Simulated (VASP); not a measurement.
# Ge4P (P6/mmm) in VASP: notebook

Ge4P is run at these levels: PBE; tasks: single point, relaxation of cell and atoms.

Everything below comes from runs of VASP 6.6.1. Logs are shortened: lines on timing, memory, paths and dates and some standing lists are left out, and cuts for length are marked.

## Step 1: The cell of the first run

The structure is hexagonal, space group P6/mmm (No. 191). Conventional cell: a = 4.631 Å, b = 4.631 Å, c = 5.437 Å, α = 90.00°, β = 90.00°, γ = 120.00°. Within 3.1 Å of Ge (site symmetry mmm) lie 6 Ge at 2.32 Å. Ge (site symmetry 6/mmm) has 6 Ge at 2.32 Å and 2 P at 2.72 Å within 3.1 Å. P (site symmetry 6/mmm) has 14 Ge at 2.72 to 3.57 Å within 3.6 Å.

## Step 2: Single point, PBE

INCAR

```
PREC = Accurate ; ENCUT = 520
EDIFF = 1E-7 ; ISMEAR = 0
SIGMA = 0.1 ; LREAL = F
LASPH = T ; NELM = 80
ALGO = Normal ; ISIF = 2
LWAVE = F ; LCHARG = F
GGA = PE ; NBANDS = 38
```

KPOINTS

```
Automatic mesh
0
Gamma
  6 6 4
```

POSCAR

```
Ge4P
1.0
    4.6311872600      0.0000000000      0.0000000000
   -2.3155936300      4.0107258200      0.0000000000
    0.0000000000      0.0000000000      5.4371207000
Ge P
4 1
Direct
    0.5000000000      0.0000000000      0.5000000000
    0.0000000000      0.5000000000      0.5000000000
    0.5000000000      0.5000000000      0.5000000000
    0.0000000000      0.0000000000      0.5000000000
    0.0000000000      0.0000000000      0.0000000000
```

Potentials or basis: VASP PAW PBE potentials, release 64 (Ge_d, P).

The run is started by

```bash
cat potpaw_PBE.64/Ge_d/POTCAR potpaw_PBE.64/P/POTCAR > POTCAR
mpirun -np 1 vasp_std > vasp.out
```

OUTCAR:

```text
PREC = Accurate
   ENCUT = 520
   EDIFF = 1E-7
   ISMEAR = 0
   LREAL = F
   LASPH = T
   NELM = 80
   ISIF = 2
   GGA = PE

 ion  position               nearest neighbor table
   1  0.500  0.000  0.500-   4 2.32   4 2.32   2 2.32   3 2.32   3 2.32   2 2.32
   2  0.000  0.500  0.500-   3 2.32   3 2.32   4 2.32   4 2.32   1 2.32   1 2.32
   3  0.500  0.500  0.500-   2 2.32   2 2.32   4 2.32   1 2.32   1 2.32   4 2.32
   4  0.000  0.000  0.500-   1 2.32   1 2.32   3 2.32   2 2.32   2 2.32   3 2.32   5 2.72   5 2.72

   5  0.000  0.000  0.000-   4 2.72   4 2.72

  LATTYP: Found a hexagonal cell.
 ALAT       =     4.6311872600
 C/A-ratio  =     1.1740230733

  Lattice vectors:

 A1 = (   4.6311872600,   0.0000000000,   0.0000000000)
 A2 = (  -2.3155936300,   4.0107258200,   0.0000000000)
 A3 = (   0.0000000000,   0.0000000000,   5.4371207000)

Analysis of symmetry for initial positions (statically):
=====================================================================
 Subroutine PRICEL returns:
 Original cell was already a primitive cell.

 Routine SETGRP: Setting up the symmetry group for a
 hexagonal supercell.

 Subroutine GETGRP returns: Found 24 space group operations
 (whereof 24 operations were pure point group operations)
 out of a pool of 24 trial point group operations.

The static configuration has the point symmetry D_6h.

Analysis of symmetry for dynamics (positions and initial velocities):
=====================================================================
 Subroutine PRICEL returns:
 Original cell was already a primitive cell.

 Routine SETGRP: Setting up the symmetry group for a
 hexagonal supercell.

 Subroutine GETGRP returns: Found 24 space group operations
 (whereof 24 operations were pure point group operations)
 out of a pool of 24 trial point group operations.

The dynamic configuration has the point symmetry D_6h.

 Subroutine INISYM returns: Found 24 space group operations
 (whereof 24 operations are pure point group operations),
 and found     1 'primitive' translations

----------------------------------------------------------------------------------------

                                     Primitive cell

  volume of cell :     100.9914

  direct lattice vectors                    reciprocal lattice vectors
     4.631187260  0.000000000  0.000000000     0.215927352  0.124665714  0.000000000
[... 89 lines left out ...]
   LREAL  =      F    real-space projection
   EDIFFG = 0.1E-05   stopping-criterion for IOM
   NSW    =      0    number of steps for IOM
   IBRION =     -1    ionic relax: 0-MD 1-quasi-New 2-CG
   NFREE  =      0    steps in history (QN), initial steepest desc. (CG)
   ISIF   =      2    stress and relaxation
   ISYM   =      2    0-nonsym 1-usesym 2-fastsym
   POTIM  = 0.5000    time-step for ionic-motion
   TEBEG  =    0.0;   TEEND  =   0.0 temperature during run
   PSTRESS=    0.0 pullay stress
   NELECT =      61.0000    total number of electrons
   NUPDOWN=      -1.0000    fix difference up-down
   EMIN   =  10.00;   EMAX   =-10.00  energy-range for DOS
   EFERMI =   0.00;   METHOD = LEGACY
   ISMEAR =     0;   SIGMA  =   0.10  broadening in eV -4-tet -1-fermi 0-gaus
   EFERMI_NEDOS =   21; number of points for ismear=-14 and -15
   IALGO  =     38    algorithm
   IMIX   =      4    mixing-type and parameters
     AMIX     =   0.40;   BMIX     =  1.00
     AMIX_MAG =   1.60;   BMIX_MAG =  1.00
  volume/ion in A,a.u.               =      20.20       136.30
  Fermi-wavevector in a.u.,A,eV,Ry     =   1.383853  2.615103 26.055832  1.915050
  Thomas-Fermi vector in A             =   2.508412
   LORBIT       =      0    0 simple, 1 ext, 2 COOP (PROOUT), +10 PAW based schemes
   GGA     = PE    functional components
   LHFCALC =     F    Hartree Fock is set to
   AEXX    =    0.0000 exact exchange contribution
   IVDW    =     0    specifies the selected vdW correction
   LEPSILON=     F    determine dielectric tensor
   LRPA    =     F    only Hartree local field effects (RPA)
 non-spin polarized calculation
 Gauss-broadening in eV      SIGMA  =   0.10
  energy-cutoff  :      520.00
  volume of cell :      100.99
 maximum number of plane-waves:      2744
 NGX is ok and might be reduce to    36
   NGX = 17   NGY = 17   NGZ = 21

 number of electron      60.9999944 magnetization

 Free energy of the ion-electron system (eV)
  ---------------------------------------------------
  ext. energy  EPLUGINS =         0.00000000
  ---------------------------------------------------
  free energy    TOTEN  =       -13.01959247 eV

  energy without entropy =      -13.00064244  energy(sigma->0) =      -13.01011745

 E-fermi :   5.6348     XC(G=0): -10.1410

 val. band max:        5.6257667575   @ k =   0.1667   0.1667   0.0000
 cond. band min:       5.6448572824   @ k =   0.1667   0.0000   0.5000
 fundamental gap:      0.0190905249
 Fermi energy:         5.6348368486

 k-point     1 :       0.0000    0.0000    0.0000
  band No.  band energies     occupation
      1     -20.5077      2.00000
      2     -20.5077      2.00000
      3     -20.4877      2.00000
      4     -20.2669      2.00000
      5     -20.1168      2.00000
      6     -20.1168      2.00000
[... 850 lines left out ...]
     37      11.8132      0.00000
     38      11.8147      0.00000

------------------------ aborting loop because EDIFF is reached ----------------------------------------

  FORCE on cell =-STRESS in cart. coord.  units (eV):
  Direction    XX          YY          ZZ          XY          YZ          ZX
  --------------------------------------------------------------------------------------
  -------------------------------------------------------------------------------------
  Total       38.2436555     38.2436555     -4.8422957      0.0000000      0.0000000      0.0000000
  in kB      606.7163372    606.7163381    -76.8205834      0.0000000      0.0000000      0.0000000
  external PRESSURE =     378.8706973 kB  Pullay stress =       0.0000000 kB

 VOLUME and BASIS-vectors are now :
 -----------------------------------------------------------------------------
  energy-cutoff  :      520.00
  volume of cell :      100.99
      direct lattice vectors                 reciprocal lattice vectors
     4.631187260  0.000000000  0.000000000     0.215927352  0.124665714  0.000000000
    -2.315593630  4.010725820  0.000000000     0.000000000  0.249331429  0.000000000
     0.000000000  0.000000000  5.437120700     0.000000000  0.000000000  0.183920876

 POSITION                                       TOTAL-FORCE (eV/Angst)
 -----------------------------------------------------------------------------------
      2.31559      0.00000      2.71856        -0.000000      0.000000      0.000000
     -1.15780      2.00536      2.71856         0.000000      0.000000      0.000000
      1.15780      2.00536      2.71856         0.000000      0.000000      0.000000
      0.00000      0.00000      2.71856         0.000000      0.000000      0.000000
      0.00000      0.00000      0.00000         0.000000      0.000000      0.000000
 -----------------------------------------------------------------------------------
    total drift:                                0.000000      0.000000      0.000000

  FREE ENERGIE OF THE ION-ELECTRON SYSTEM (eV)
  ---------------------------------------------------
  free  energy   TOTEN  =       -13.0195924672 eV

  energy  without entropy=      -13.0006424425  energy(sigma->0) =      -13.01011745
```

It took 46 s on 1 thread of Intel Xeon 6975P-C (Granite Rapids), shared host; peak memory 0.24 GiB.

Results:

| Item | Value |
| --- | --- |
| Free energy | -13.0196 eV |
| Pressure | 37.9 GPa |

## Step 3: Single point, PBE

This run uses another cell than the first one, of 26.11 Å³/atom, 1.293 times its volume.

INCAR

```
SYSTEM = Ge4P
PREC     = Accurate       ! precision mode
ENCUT    = 520            ! plane-wave cutoff, eV
EDIFF    = 1E-6           ! SCF threshold, eV
ISMEAR   = 0              ! smearing method
SIGMA    = 0.1            ! smearing width, eV
LREAL    = .False.        ! projectors in reciprocal space
LASPH    = .True.         ! aspherical terms in the spheres
NELM     = 100            ! most SCF steps
ALGO     = Normal         ! electronic algorithm
ISIF     = 2              ! what is computed and relaxed
LWAVE    = .False.        ! write WAVECAR
LCHARG   = .True.         ! write CHGCAR
GGA      = PE             ! functional
LELF     = .True.         ! ELF
LVHAR    = .True.       
NBANDS   = 38             ! bands
```

KPOINTS

```
Automatic mesh
0
Gamma
  6 6 4
  0 0 0
```

Changes to POSCAR since step 2:

```diff
@@ -2,5 +2,5 @@
 1.0
-    4.6311872600      0.0000000000      0.0000000000
-   -2.3155936300      4.0107258200      0.0000000000
-    0.0000000000      0.0000000000      5.4371207000
+    5.6188370900      0.0000000000      0.0000000000
+   -2.8094185450      4.8660556597      0.0000000000
+    0.0000000000      0.0000000000      4.7752783127
 Ge P
```

Potentials or basis: VASP PAW PBE potentials, release 64 (Ge_d, P).

The run is started by

```bash
cat potpaw_PBE.64/Ge_d/POTCAR potpaw_PBE.64/P/POTCAR > POTCAR
mpirun -np 1 vasp_std > vasp.out
```

OUTCAR:

```text
SYSTEM = Ge4P
   PREC = Accurate
   ENCUT = 520
   EDIFF = 1E-6
   ISMEAR = 0
   LREAL = .False.
   LASPH = .True.
   NELM = 100
   ISIF = 2
   GGA = PE

 ion  position               nearest neighbor table
   1  0.500  0.000  0.500-   4 2.81   4 2.81   2 2.81   3 2.81   3 2.81   2 2.81
   2  0.000  0.500  0.500-   3 2.81   3 2.81   4 2.81   4 2.81   1 2.81   1 2.81
   3  0.500  0.500  0.500-   2 2.81   2 2.81   4 2.81   1 2.81   1 2.81   4 2.81
   4  0.000  0.000  0.500-   5 2.39   5 2.39   1 2.81   1 2.81   3 2.81   2 2.81   2 2.81   3 2.81

   5  0.000  0.000  0.000-   4 2.39   4 2.39

  LATTYP: Found a hexagonal cell.
 ALAT       =     5.6188370900
 C/A-ratio  =     0.8498695079

  Lattice vectors:

 A1 = (   5.6188370900,   0.0000000000,   0.0000000000)
 A2 = (  -2.8094185450,   4.8660556597,   0.0000000000)
 A3 = (   0.0000000000,   0.0000000000,   4.7752783127)

Analysis of symmetry for initial positions (statically):
=====================================================================
 Subroutine PRICEL returns:
 Original cell was already a primitive cell.

 Routine SETGRP: Setting up the symmetry group for a
 hexagonal supercell.

 Subroutine GETGRP returns: Found 24 space group operations
 (whereof 24 operations were pure point group operations)
 out of a pool of 24 trial point group operations.

The static configuration has the point symmetry D_6h.

Analysis of symmetry for dynamics (positions and initial velocities):
=====================================================================
 Subroutine PRICEL returns:
 Original cell was already a primitive cell.

 Routine SETGRP: Setting up the symmetry group for a
 hexagonal supercell.

 Subroutine GETGRP returns: Found 24 space group operations
 (whereof 24 operations were pure point group operations)
 out of a pool of 24 trial point group operations.

The dynamic configuration has the point symmetry D_6h.
[... 119 lines left out ...]
   IMIX   =      4    mixing-type and parameters
     AMIX     =   0.40;   BMIX     =  1.00
     AMIX_MAG =   1.60;   BMIX_MAG =  1.00
  volume/ion in A,a.u.               =      26.11       176.22
  Fermi-wavevector in a.u.,A,eV,Ry     =   1.270313  2.400543 21.955652  1.613695
  Thomas-Fermi vector in A             =   2.403307
   LORBIT       =      0    0 simple, 1 ext, 2 COOP (PROOUT), +10 PAW based schemes
   GGA     = PE    functional components
   LHFCALC =     F    Hartree Fock is set to
   AEXX    =    0.0000 exact exchange contribution
   IVDW    =     0    specifies the selected vdW correction
   LEPSILON=     F    determine dielectric tensor
   LRPA    =     F    only Hartree local field effects (RPA)
 non-spin polarized calculation
 Gauss-broadening in eV      SIGMA  =   0.10
  energy-cutoff  :      520.00
  volume of cell :      130.56
 maximum number of plane-waves:      3536
 NGX is ok and might be reduce to    42
   NGX = 21   NGY = 21   NGZ = 17

 number of electron      61.0000005 magnetization

 Free energy of the ion-electron system (eV)
  ---------------------------------------------------
  ext. energy  EPLUGINS =         0.00000000
  ---------------------------------------------------
  free energy    TOTEN  =       -19.56135173 eV

  energy without entropy =      -19.55144840  energy(sigma->0) =      -19.55640006

 E-fermi :   3.4367     XC(G=0):  -9.1691

 val. band max:        3.4293808196   @ k =   0.5000   0.0000   0.2500
 cond. band min:       3.5476518782   @ k =   0.1667   0.1667   0.0000
 fundamental gap:      0.1182710586
 Fermi energy:         3.4366908990

 k-point     1 :       0.0000    0.0000    0.0000
  band No.  band energies     occupation
      1     -21.4078      2.00000
      2     -21.3977      2.00000
      3     -21.3977      2.00000
      4     -21.3708      2.00000
      5     -21.3569      2.00000
      6     -21.3440      2.00000
[... 850 lines left out ...]
     37       7.4835      0.00000
     38       7.5855      0.00000

------------------------ aborting loop because EDIFF is reached ----------------------------------------

  FORCE on cell =-STRESS in cart. coord.  units (eV):
  Direction    XX          YY          ZZ          XY          YZ          ZX
  --------------------------------------------------------------------------------------
  -------------------------------------------------------------------------------------
  Total        0.0309237      0.0309237     -0.0287976      0.0000000     -0.0000000      0.0000000
  in kB        0.3794721      0.3794721     -0.3533826      0.0000000     -0.0000000      0.0000000
  external PRESSURE =       0.1351872 kB  Pullay stress =       0.0000000 kB

 VOLUME and BASIS-vectors are now :
 -----------------------------------------------------------------------------
  energy-cutoff  :      520.00
  volume of cell :      130.56
      direct lattice vectors                 reciprocal lattice vectors
     5.618837090  0.000000000  0.000000000     0.177972770  0.102752627  0.000000000
    -2.809418545  4.866055660  0.000000000     0.000000000  0.205505253  0.000000000
     0.000000000  0.000000000  4.775278313     0.000000000  0.000000000  0.209411878

 POSITION                                       TOTAL-FORCE (eV/Angst)
 -----------------------------------------------------------------------------------
      2.80942      0.00000      2.38764         0.000000      0.000000      0.000000
     -1.40471      2.43303      2.38764         0.000000      0.000000      0.000000
      1.40471      2.43303      2.38764        -0.000000      0.000000      0.000000
      0.00000      0.00000      2.38764        -0.000000      0.000000      0.000000
      0.00000      0.00000      0.00000         0.000000      0.000000      0.000000
 -----------------------------------------------------------------------------------
    total drift:                                0.000000     -0.000000     -0.000000

  FREE ENERGIE OF THE ION-ELECTRON SYSTEM (eV)
  ---------------------------------------------------
  free  energy   TOTEN  =       -19.5613517257 eV

  energy  without entropy=      -19.5514484039  energy(sigma->0) =      -19.55640006
```

OSZICAR:

```text
N       E                     dE             d eps       ncg     rms          rms(c)
DAV:   1     0.601770664113E+03    0.60177E+03   -0.30104E+04  1888   0.382E+03
DAV:   2     0.876267465589E+02   -0.51414E+03   -0.49916E+03  1604   0.920E+02
DAV:   3    -0.131571456967E+02   -0.10078E+03   -0.98204E+02  1758   0.216E+02
DAV:   4    -0.196805216616E+02   -0.65234E+01   -0.64487E+01  1858   0.622E+01
DAV:   5    -0.198670215022E+02   -0.18650E+00   -0.18633E+00  1794   0.113E+01    0.408E+00
DAV:   6    -0.196123278197E+02    0.25469E+00   -0.95931E-01  1956   0.839E+00    0.235E+00
DAV:   7    -0.195742908404E+02    0.38037E-01   -0.21685E-01  1770   0.269E+00    0.140E+00
DAV:   8    -0.195608297586E+02    0.13461E-01   -0.47458E-02  2122   0.131E+00    0.194E-01
DAV:   9    -0.195610380899E+02   -0.20833E-03   -0.92767E-03  1790   0.747E-01    0.115E-01
DAV:  10    -0.195612326271E+02   -0.19454E-03   -0.10811E-03  2116   0.259E-01    0.494E-02
DAV:  11    -0.195613192947E+02   -0.86668E-04   -0.33644E-04  1778   0.276E-01    0.238E-02
DAV:  12    -0.195613492590E+02   -0.29964E-04   -0.45411E-05  1914   0.675E-02    0.600E-03
DAV:  13    -0.195613510465E+02   -0.17875E-05   -0.42866E-06  1594   0.265E-02    0.333E-03
DAV:  14    -0.195613517257E+02   -0.67919E-06   -0.35485E-06  1742   0.169E-02
   1 F= -.19561352E+02 E0= -.19556400E+02  d E =-.990332E-02
```

stdout:

```text
POSCAR found type information on POSCAR GeP
 POSCAR found :  2 types and       5 ions
 scaLAPACK will be used
 LDA part: xc-table for (Slater+PW92), standard interpolation
 POSCAR, INCAR and KPOINTS ok, starting setup
 FFT: planning ... GRIDC
 FFT: planning ... GRID_SOFT
 FFT: planning ... GRID
 WAVECAR not read
 entering main loop
```

Run time: 58 s. Hardware: 1 thread of Intel Xeon 6975P-C (Granite Rapids), shared host; peak memory 0.27 GiB.

What came out:

```yaml
Free_energy: -19.5614 eV
Pressure: 0.0 GPa
```

Levels at points of the mesh, in eV from the Fermi level:
| k point | band 27 | band 28 | band 29 | band 30 | band 31 | band 32 | band 33 | band 34 |
| --- | --- | --- | --- | --- | --- | --- | --- | --- |
| (0.00, 0.00, 0.00) | -4.78 | -4.59 | -4.26 | -0.29 | 0.41 | 0.41 | 2.52 | 2.52 |
| (0.50, 0.00, 0.00) | -1.82 | -1.29 | -0.99 | -0.63 | 0.56 | 0.83 | 1.03 | 1.25 |
| (0.00, 0.00, 0.50) | -4.34 | -4.17 | -1.95 | -1.11 | -1.11 | 1.36 | 1.36 | 2.32 |
| (0.50, 0.00, 0.50) | -1.55 | -1.44 | -1.04 | -0.40 | 0.54 | 0.72 | 1.47 | 1.73 |

(Part 1 of 2 ends here.)
